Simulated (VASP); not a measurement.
Runs of VASP 6.6.1 on Sn2Pt. The structure is that of space group Fm-3m (No. 225), or close to it. The cells are those of the table. 

```tsv
task	cell	cutoff (eV)	gap on the mesh (eV)	pressure (GPa)
relaxation of cell and atoms	relaxed from a = 4.530 Å, angles 60.0°, 3 atoms	600	none	0.0
single point	a = 4.531 Å, angles 60.0°, 3 atoms	520	none	0.2
single point	a = 4.561 Å, angles 60.0°, 3 atoms	520	none	(a)
single point	a = 4.501 Å, angles 60.0°, 3 atoms	520	none	2.7
```

Alike in all rows: level LDA; potentials or basis VASP PAW LDA potentials, release 64 (Sn_d, Pt); no spin polarisation; k mesh 12 × 12 × 12; smearing fermi-dirac 0.15 eV.

Estimate the missing entries.

(a) -1.9.

Caveats: spin-orbit coupling is left out, which moves the levels of the heavy elements.

A k mesh can miss the band edges, and the runs leave out spin-orbit coupling on Pt, Sn.

A gap of «none» marks levels without a gap at the run's occupations.
